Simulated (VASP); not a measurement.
ReSb, 2 atoms in the cell. Symmetry: F-43m, No. 216, cubic system. The conventional cell has a = 5.870 Å, b = 5.870 Å, c = 5.870 Å, α = 90.00°, β = 90.00°, γ = 90.00°. Within 3.4 Å of Re (site symmetry -43m) lie 4 Sb at 2.54 Å. Within 3.4 Å of Sb (site symmetry -43m) lie 4 Re at 2.54 Å.  This cell differs from its parent crystal: volume scaled by 0.960.

| Item | Value |
| --- | --- |
| Program | VASP 6.6.1 |
| Task | single point |
| Functional | PBEsol |
| Potentials or basis | VASP PAW PBE potentials, release 64 (Re, Sb) |
| Cutoff | 520 eV |
| k mesh | 10 × 10 × 10 |
| Occupations | gaussian, width 0.05 eV |
| Spin | no spin polarisation |
| Dipole correction | no |
| Further INCAR settings | ALGO = Normal; EDIFF = 1e-06; NBANDS = 13 |

Potentials or basis: VASP PAW PBE potentials, release 64 (Re, Sb).

Run with:

```sh
$ cat potpaw_PBE.64/Re/POTCAR potpaw_PBE.64/Sb/POTCAR > POTCAR
$ mpirun -np 1 vasp_std > vasp.out
```

Hardware: 1 thread of Intel(R) Xeon(R) Platinum 8375C CPU @ 2.90GHz (Ice Lake), on a shared host.

**Question.** Estimate the wall time of this run.

**Answer.** Run time: 28 s on 1 thread of Intel(R) Xeon(R) Platinum 8375C CPU @ 2.90GHz (Ice Lake), on a shared host, peak memory 0.19 GiB. Counts: scf iterations 12, k points 47.
